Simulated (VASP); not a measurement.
Write the native input for VASP 6.6.1 that does the following.

```
Task                   : relaxation of cell and atoms
Functional             : PBE
Potentials or basis    : VASP PAW PBE potentials, release 64 (Zn, Cd, Se, S)
Cutoff                 : 600 eV
k mesh                 : 4 × 4 × 2
Occupations            : gaussian, width 0.2 eV
Spin                   : no spin polarisation
Dipole correction      : no
Further INCAR settings : ALGO = Normal; EDIFF = 1e-06; IBRION = 2; EDIFFG = -0.08; NSW = 36; ISIF = 3
```

The structure of ZnCdSe4S2 lies in POSCAR:

```
ZnCdSe4S2
1.0
    4.6783262600      0.0000000000      0.0000000000
    0.0000000000      4.6783262600      0.0000000000
    0.0000000000      0.0000000000      9.0485820900
Zn Cd Se S
1 1 4 2
Direct
    0.0000000000      0.0000000000      0.5000000000
    0.0000000000      0.0000000000      0.0000000000
    0.0000000000      0.5000000000      0.0000000000
    0.5000000000      0.0000000000      0.0000000000
    0.0000000000      0.0000000000      0.7246710100
    0.0000000000      0.0000000000      0.2753289900
    0.5000000000      0.5000000000      0.7679770000
    0.5000000000      0.5000000000      0.2320230000
```

The cell was generated, and may not be a known phase.

These files were run (other wordings do the same):

INCAR

```
SYSTEM = ZnCdSe4S2
  PREC = Accurate
  ENCUT = 600
  EDIFF = 1E-6
  ISMEAR = 0
  SIGMA = 0.2
  LREAL = .FALSE.
  LASPH = .TRUE.
  NELM = 100
  ALGO = Normal
  ISIF = 3
  LWAVE = .FALSE.
  LCHARG = .FALSE.
  GGA = PE
  IBRION = 2
  NSW = 36
  EDIFFG = -0.08
```

KPOINTS

```
Automatic mesh
0
G
  4 4 2
  0 0 0
```

Potentials or basis: VASP PAW PBE potentials, release 64 (Zn, Cd, Se, S).

Launch:

```bash
$ cat potpaw_PBE.64/Zn/POTCAR potpaw_PBE.64/Cd/POTCAR potpaw_PBE.64/Se/POTCAR potpaw_PBE.64/S/POTCAR > POTCAR
$ mpirun -np 1 vasp_std > vasp.out
```

It gave:

```yaml
Relaxed_volume: 36.42 Å³/atom
Relaxed_cell: a = 5.360 Å, b = 5.360 Å, c = 10.143 Å, α = 90.00°, β = 90.00°, γ = 90.00°
Space_group_after_relaxing_to_0.1_Å: P4/mmm (No. 123)
Pressure_after_relaxing: 0.0 GPa
Largest_force_after_relaxing: 0.047 eV/Å
Band_gap_on_the_k_mesh: zero (bands 30 and 31 overlap by 0.27 eV)
```

Caveat: the volume moved by over 15 % at a fixed basis, so the end points are rough; semilocal functionals underestimate gaps, and a narrow one can read as zero; the relaxation stopped at a loose force limit of 0.08 eV/Å, so its end isn't a converged minimum.

It took 27 min on 1 thread of Intel(R) Xeon(R) 6975P-C (Granite Rapids) (shared host), peak memory 0.43 GiB.
